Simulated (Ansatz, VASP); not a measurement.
NbPd2: VASP beside Ansatz

```
CELL_PARAMETERS angstrom
-1.38419 1.94694 4.13993
1.38419 -1.94694 4.13993
1.38419 1.94694 -4.13993
ATOMIC_POSITIONS crystal
Nb 0.00000 0.00000 0.00000
Pd 0.66665 0.66665 0.00000
Pd 0.33335 0.33335 0.00000
```

Alike in both runs: functional LDA; k mesh 8 × 8 × 8; occupations gaussian, width 0.1 eV; no spin polarisation.

Ansatz relaxed the structure, and its values are those at the end. VASP's run is a single point on that final structure, the one shown.

|  | VASP | Ansatz |
| --- | --- | --- |
| version | VASP 6.6.1 | Ansatz 0.2.0 |
| potentials or method | VASP PAW LDA potentials, release 64 (Nb_sv, Pd), cutoff 520 eV | scalar-relativistic, plane waves, PAW |
| valence electrons in the cell | 33 | 49 |

Ansatz gave:

```
gap on the k mesh at the Fermi level (eV) : none
pressure (GPa)                            : 0.3
rms of the force components (eV/Å)        : 0.008
```

Problem. Which values does VASP return?

Solution. gap on the k mesh at the Fermi level (eV): none; pressure (GPa): 0.5; rms of the force components (eV/Å): 0.009.

LDA's correlation is that of Perdew and Zunger in VASP and of Perdew and Wang (1992) in Ansatz. A gap of «none» marks a metal or a gap that the smearing closes. VASP's potentials hold 33 valence electrons a cell and Ansatz's 49, so a difference there can come from the potentials and not from the codes.
